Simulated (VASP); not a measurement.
# BAs (F-43m) in VASP: notebook

BAs is run at these levels: PBE; tasks: single point.

All numbers are computed with VASP 6.6.1; they aren't measurements. Logs are shortened: lines on timing, memory, paths and dates and some standing lists are left out, and cuts for length are marked.

**1. The cell of the first run**

Symmetry: F-43m, No. 216, cubic system. The conventional cell has a = 4.784 Å, b = 4.784 Å, c = 4.784 Å, α = 90.00°, β = 90.00°, γ = 90.00°. Within 2.7 Å of B (site symmetry -43m) lie 4 As at 2.07 Å. Within 2.7 Å of As (site symmetry -43m) lie 4 B at 2.07 Å.

**2. Single point, PBE**

The input, INCAR:

```
SYSTEM = BAs
ALGO = Normal
EDIFF = 1E-6
ENCUT = 500
GGA = PE
GGA_COMPAT = .False.
ISIF = 2
ISMEAR = 0
LASPH = .True.
LCHARG = .False.
LREAL = .False.
LWAVE = .False.
NBANDS = 11
NELM = 120
PREC = Accurate
SIGMA = 0.01
```

The input, KPOINTS:

```
k-points
0
Gamma
  6 6 6
  0 0 0
```

The input, POSCAR:

```
BAs
1.0
    0.0000000000      2.3918676074      2.3918676074
    2.3918676074      0.0000000000      2.3918676074
    2.3918676074      2.3918676074      0.0000000000
B As
1 1
Direct
    0.0000000000      0.0000000000      0.0000000000
    0.2500000000      0.2500000000      0.2500000000
```

Potentials or basis: VASP PAW PBE potentials, release 64 (B, As).

On the command line:

```bash
$ cat potpaw_PBE.64/B/POTCAR potpaw_PBE.64/As/POTCAR > POTCAR
$ mpirun -np 1 vasp_std > vasp.out
```

OUTCAR:

```text
SYSTEM = BAs
   EDIFF = 1E-6
   ENCUT = 500
   GGA = PE
   ISIF = 2
   ISMEAR = 0
   LASPH = .True.
   LREAL = .False.
   NELM = 120
   PREC = Accurate

 ion  position               nearest neighbor table
   1  0.000  0.000  0.000-   2 2.07   2 2.07   2 2.07   2 2.07
   2  0.250  0.250  0.250-   1 2.07   1 2.07   1 2.07   1 2.07

  LATTYP: Found a face centered cubic cell.
 ALAT       =     4.7837352148

  Lattice vectors:

 A1 = (   0.0000000000,   2.3918676074,   2.3918676074)
 A2 = (   2.3918676074,   0.0000000000,   2.3918676074)
 A3 = (   2.3918676074,   2.3918676074,   0.0000000000)

Analysis of symmetry for initial positions (statically):
=====================================================================
 Subroutine PRICEL returns:
 Original cell was already a primitive cell.

 Routine SETGRP: Setting up the symmetry group for a
 face centered cubic supercell.

 Subroutine GETGRP returns: Found 24 space group operations
 (whereof 24 operations were pure point group operations)
 out of a pool of 48 trial point group operations.

The static configuration has the point symmetry T_d .

Analysis of symmetry for dynamics (positions and initial velocities):
=====================================================================
 Subroutine PRICEL returns:
 Original cell was already a primitive cell.

 Routine SETGRP: Setting up the symmetry group for a
 face centered cubic supercell.

 Subroutine GETGRP returns: Found 24 space group operations
 (whereof 24 operations were pure point group operations)
 out of a pool of 48 trial point group operations.

The dynamic configuration has the point symmetry T_d .

 Subroutine INISYM returns: Found 24 space group operations
 (whereof 24 operations are pure point group operations),
 and found     1 'primitive' translations

----------------------------------------------------------------------------------------

                                     Primitive cell

  volume of cell :      27.3679

  direct lattice vectors                    reciprocal lattice vectors
     0.000000000  2.391867607  2.391867607    -0.209041670  0.209041670  0.209041670
     2.391867607  0.000000000  2.391867607     0.209041670 -0.209041670  0.209041670
     2.391867607  2.391867607  0.000000000     0.209041670  0.209041670 -0.209041670

  length of vectors
     3.382611610  3.382611610  3.382611610     0.362070794  0.362070794  0.362070794

  position of ions in fractional coordinates (direct lattice)
     0.000000000  0.000000000  0.000000000
     0.250000000  0.250000000  0.250000000

  ion indices of the primitive-cell ions
   primitive index   ion index
                 1           1
                 2           2

----------------------------------------------------------------------------------------

 KPOINTS: k-points

Automatic generation of k-mesh.
 Grid dimensions read from file:
 generate k-points for:    6    6    6

 Generating k-lattice:

  Cartesian coordinates                     Fractional coordinates (reciprocal lattice)
    -0.034840278  0.034840278  0.034840278     0.166666667  0.000000000  0.000000000
     0.034840278 -0.034840278  0.034840278     0.000000000  0.166666667  0.000000000
     0.034840278  0.034840278 -0.034840278     0.000000000  0.000000000  0.166666667

  Length of vectors
     0.060345132  0.060345132  0.060345132

  Shift w.r.t. Gamma in fractional coordinates (k-lattice)
     0.000000000  0.000000000  0.000000000

 Subroutine IBZKPT returns following result:
 ===========================================

 Found     16 irreducible k-points:

 Following reciprocal coordinates:
            Coordinates               Weight
  0.000000  0.000000  0.000000      1.000000
  0.166667  0.000000  0.000000      8.000000
  0.333333  0.000000  0.000000      8.000000
  0.500000  0.000000  0.000000      4.000000
  0.166667  0.166667  0.000000      6.000000
  0.333333  0.166667  0.000000     24.000000
[... 8 lines left out ...]
 -0.333333  0.333333  0.166667     24.000000
 -0.333333  0.500000  0.166667     12.000000
   k-points           NKPTS =     16   k-points in BZ     NKDIM =     16   number of bands    NBANDS=     11
   number of dos      NEDOS =    301   number of ions     NIONS =      2
   total plane-waves  NPLWV =  21952
   dimension x,y,z NGX =    28 NGY =   28 NGZ =   28
   dimension x,y,z NGXF=    56 NGYF=   56 NGZF=   56
   ions per type =               1   1
   NGX,Y,Z   is equivalent  to a cutoff of  13.76, 13.76, 13.76 a.u.
   NGXF,Y,Z  is equivalent  to a cutoff of  27.52, 27.52, 27.52 a.u.
 SYSTEM =  BAs
   PREC   = accura    normal or accurate (medium, high low for compatibility)
   ISTART =      0    job   : 0-new  1-cont  2-samecut
   ICHARG =      2    charge: 1-file 2-atom 10-const
   ISPIN  =      1    spin polarized calculation?
   LNONCOLLINEAR =      F non collinear calculations
   LSORBIT =      F    spin-orbit coupling
   LASPH  =      T    aspherical Exc in radial PAW
   ENCUT  =  500.0 eV  36.75 Ry    6.06 a.u.   6.17  6.17  6.17*2*pi/ulx,y,z
   NELM   =    120;   NELMIN=  2; NELMDL= -5     # of ELM steps
   EDIFF  = 0.1E-05   stopping-criterion for ELM
   LREAL  =      F    real-space projection
   EDIFFG = 0.1E-04   stopping-criterion for IOM
   NSW    =      0    number of steps for IOM
   IBRION =     -1    ionic relax: 0-MD 1-quasi-New 2-CG
   NFREE  =      0    steps in history (QN), initial steepest desc. (CG)
   ISIF   =      2    stress and relaxation
   ISYM   =      2    0-nonsym 1-usesym 2-fastsym
   POTIM  = 0.5000    time-step for ionic-motion
   TEBEG  =    0.0;   TEEND  =   0.0 temperature during run
   PSTRESS=    0.0 pullay stress
   NELECT =       8.0000    total number of electrons
   NUPDOWN=      -1.0000    fix difference up-down
   EMIN   =  10.00;   EMAX   =-10.00  energy-range for DOS
   EFERMI =   0.00;   METHOD = LEGACY
   ISMEAR =     0;   SIGMA  =   0.01  broadening in eV -4-tet -1-fermi 0-gaus
   EFERMI_NEDOS =   21; number of points for ismear=-14 and -15
   IALGO  =     38    algorithm
   IMIX   =      4    mixing-type and parameters
     AMIX     =   0.40;   BMIX     =  1.00
     AMIX_MAG =   1.60;   BMIX_MAG =  1.00
  volume/ion in A,a.u.               =      13.68        92.34
  Fermi-wavevector in a.u.,A,eV,Ry     =   1.086487  2.053162 16.061039  1.180453
  Thomas-Fermi vector in A             =   2.222624
   LORBIT       =      0    0 simple, 1 ext, 2 COOP (PROOUT), +10 PAW based schemes
   GGA     = PE    functional components
   LHFCALC =     F    Hartree Fock is set to
   AEXX    =    0.0000 exact exchange contribution
   IVDW    =     0    specifies the selected vdW correction
   LEPSILON=     F    determine dielectric tensor
   LRPA    =     F    only Hartree local field effects (RPA)
 non-spin polarized calculation
 Gauss-broadening in eV      SIGMA  =   0.01
  energy-cutoff  :      500.00
  volume of cell :       27.37
 maximum number of plane-waves:       725
 NGX is ok and might be reduce to    28
   NGX = 13   NGY = 13   NGZ = 13

 number of electron       8.0000000 magnetization

 Free energy of the ion-electron system (eV)
  ---------------------------------------------------
  ext. energy  EPLUGINS =         0.00000000
  ---------------------------------------------------
  free energy    TOTEN  =       -11.38966927 eV

  energy without entropy =      -11.38966927  energy(sigma->0) =      -11.38966927

 E-fermi :   6.1353     XC(G=0): -10.5627

 val. band max:        6.0859014122   @ k =   0.0000   0.0000   0.0000
 cond. band min:       7.3619611517   @ k =   0.3333   0.3333   0.0000
 fundamental gap:      1.2760597395
 Fermi energy:         6.1352601460

 k-point     1 :       0.0000    0.0000    0.0000
  band No.  band energies     occupation
      1      -9.2787      2.00000
      2       6.0859      2.00000
      3       6.0859      2.00000
      4       6.0859      2.00000
      5       9.3545      0.00000
      6       9.3545      0.00000
      7       9.3545      0.00000
      8      10.7195      0.00000
      9      15.6472      0.00000
     10      19.0153      0.00000
     11      19.0153      0.00000

 k-point     2 :       0.1667    0.0000    0.0000
  band No.  band energies     occupation
      1      -8.8275      2.00000
      2       3.1337      2.00000
      3       5.4069      2.00000
      4       5.4069      2.00000
      5       9.3668      0.00000
      6      10.2381      0.00000
      7      10.2381      0.00000
      8      12.6980      0.00000
      9      17.0632      0.00000
     10      17.3624      0.00000
     11      17.3624      0.00000

 k-point     3 :       0.3333    0.0000    0.0000
  band No.  band energies     occupation
      1      -7.5671      2.00000
      2      -0.6369      2.00000
      3       4.5755      2.00000
      4       4.5755      2.00000
      5       8.9249      0.00000
      6      10.9044      0.00000
      7      10.9044      0.00000
      8      14.7474      0.00000
      9      17.5513      0.00000
     10      18.0912      0.00000
     11      18.0912      0.00000

 k-point     4 :       0.5000    0.0000    0.0000
  band No.  band energies     occupation
      1      -6.4219      2.00000
      2      -2.6741      2.00000
      3       4.2709      2.00000
      4       4.2709      2.00000
      5       8.7525      0.00000
      6      10.8587      0.00000
      7      10.8587      0.00000
      8      14.9410      0.00000
      9      18.7708      0.00000
     10      20.6228      0.00000
     11      20.6228      0.00000
[... 127 lines left out ...]
 k-point    14 :       0.5000    0.3333    0.1667
  band No.  band energies     occupation
      1      -6.4911      2.00000
      2      -0.6568      2.00000
      3       1.2307      2.00000
      4       2.8828      2.00000
      5       9.8590      0.00000
      6      11.2662      0.00000
      7      11.9310      0.00000
      8      15.0989      0.00000
      9      17.5081      0.00000
     10      19.7826      0.00000
     11      22.1253      0.00000

 k-point    15 :      -0.3333    0.3333    0.1667
  band No.  band energies     occupation
      1      -5.4705      2.00000
      2      -1.9424      2.00000
      3       0.6908      2.00000
      4       2.2380      2.00000
      5      10.4110      0.00000
      6      11.3089      0.00000
      7      13.5160      0.00000
      8      14.9578      0.00000
      9      16.3093      0.00000
     10      20.5094      0.00000
     11      22.3124      0.00000

 k-point    16 :      -0.3333    0.5000    0.1667
  band No.  band energies     occupation
      1      -4.9933      2.00000
      2      -2.1019      2.00000
      3       0.9535      2.00000
      4       1.1486      2.00000
      5       9.8542      0.00000
      6      10.0647      0.00000
      7      14.7034      0.00000
      8      14.9488      0.00000
      9      18.3582      0.00000
     10      21.6918      0.00000
     11      21.8842      0.00000

------------------------ aborting loop because EDIFF is reached ----------------------------------------

  FORCE on cell =-STRESS in cart. coord.  units (eV):
  Direction    XX          YY          ZZ          XY          YZ          ZX
  --------------------------------------------------------------------------------------
  -------------------------------------------------------------------------------------
  Total        0.4874506      0.4874506      0.4874506     -0.0000000      0.0000000     -0.0000000
  in kB       28.5364377     28.5364377     28.5364377     -0.0000000      0.0000000     -0.0000000
  external PRESSURE =      28.5364377 kB  Pullay stress =       0.0000000 kB

 VOLUME and BASIS-vectors are now :
 -----------------------------------------------------------------------------
  energy-cutoff  :      500.00
  volume of cell :       27.37
      direct lattice vectors                 reciprocal lattice vectors
     0.000000000  2.391867607  2.391867607    -0.209041670  0.209041670  0.209041670
     2.391867607  0.000000000  2.391867607     0.209041670 -0.209041670  0.209041670
     2.391867607  2.391867607  0.000000000     0.209041670  0.209041670 -0.209041670

 POSITION                                       TOTAL-FORCE (eV/Angst)
 -----------------------------------------------------------------------------------
      0.00000      0.00000      0.00000         0.000000      0.000000      0.000000
      1.19593      1.19593      1.19593        -0.000000     -0.000000     -0.000000
 -----------------------------------------------------------------------------------
    total drift:                               -0.000000     -0.000000     -0.000000

  FREE ENERGIE OF THE ION-ELECTRON SYSTEM (eV)
  ---------------------------------------------------
  free  energy   TOTEN  =       -11.3896692684 eV

  energy  without entropy=      -11.3896692684  energy(sigma->0) =      -11.38966927
```

Wall time 4 s (1 thread of AMD EPYC 9R45 (Zen 5), shared host); peak memory 0.12 GiB.

Results:

- Free energy: -11.3897 eV
- Pressure: 2.9 GPa
- Band gap on the k mesh: 1.28 eV, indirect (least direct gap 3.27 eV)

**3. Single point, PBE (strain +1.5%)**

Edit INCAR of step 2 so:

```diff
@@ -9,4 +9,6 @@
 LASPH = .True.
-LCHARG = .False.
+LCHARG = .True.
+LELF = .True.
 LREAL = .False.
+LVHAR = .True.
 LWAVE = .False.
```

KPOINTS is that of step 2.

The input, POSCAR:

```
BAs
1.0
    0.0000000000      2.4277456215      2.4277456215
    2.4277456215      0.0000000000      2.4277456215
    2.4277456215      2.4277456215      0.0000000000
B As
1 1
Direct
    0.0000000000      0.0000000000      0.0000000000
    0.2500000000      0.2500000000      0.2500000000
```

Potentials or basis: VASP PAW PBE potentials, release 64 (B, As).

On the command line:

```bash
$ cat potpaw_PBE.64/B/POTCAR potpaw_PBE.64/As/POTCAR > POTCAR
$ mpirun -np 1 vasp_std > vasp.out
```

It took 4.4 s on 1 thread of AMD EPYC 9R45 (Zen 5), shared host; peak memory 0.12 GiB.

It converged, with:

```
Free energy            : -11.3885 eV
Pressure               : -3.0 GPa
Band gap on the k mesh : 1.31 eV, indirect (least direct gap 3.21 eV)
```

Levels at points of the mesh, in eV from the valence-band top:
| k point | band 2 | band 3 | band 4 | band 5 | band 6 | band 7 |
| --- | --- | --- | --- | --- | --- | --- |
| (0.00, 0.00, 0.00) | 0.00 | 0.00 | 0.00 | 3.21 | 3.21 | 3.21 |
| (0.50, 0.00, 0.00) | -8.44 | -1.74 | -1.74 | 2.41 | 4.72 | 4.72 |
| (0.50, 0.50, 0.00) | -8.26 | -3.88 | -3.88 | 1.48 | 1.48 | 10.90 |

Caveat: the cell differs from its parent crystal (strain +1.5%). A k mesh can miss the band edges.
